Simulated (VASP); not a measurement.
Runs of VASP 6.6.1 on TiB. The structure is that of space group Pm-3m (No. 221), or close to it. The cells are those of the table. 

| task | cell | k mesh | gap on the mesh (eV) | pressure (GPa) |
| --- | --- | --- | --- | --- |
| relaxation of cell and atoms | relaxed from a = 2.420 Å, 2 atoms | 10 × 10 × 10 | none | 0.0 |
| single point | a = 2.775 Å, 2 atoms | 9 × 9 × 9 | none | -2.7 |
| single point | a = 2.748 Å, 2 atoms | 9 × 9 × 9 | none | 2.7 |
| single point | a = 2.762 Å, 2 atoms | 10 × 10 × 10 | none | 0.1 |
| single point | a = 2.762 Å, 2 atoms | 9 × 9 × 9 | none | (a) |

Alike in all rows: level PBEsol; potentials or basis VASP PAW PBE potentials, release 64 (Ti_sv, B); no spin polarisation; cutoff (eV) 500; smearing fermi-dirac 0.05 eV.

Problem. Estimate the missing entries.

Solution. (a) -0.1.

Caveats: the PAW data sets were made with another functional, which shifts forces and pressure a little.

A gap of «none» marks levels without a gap at the run's occupations.
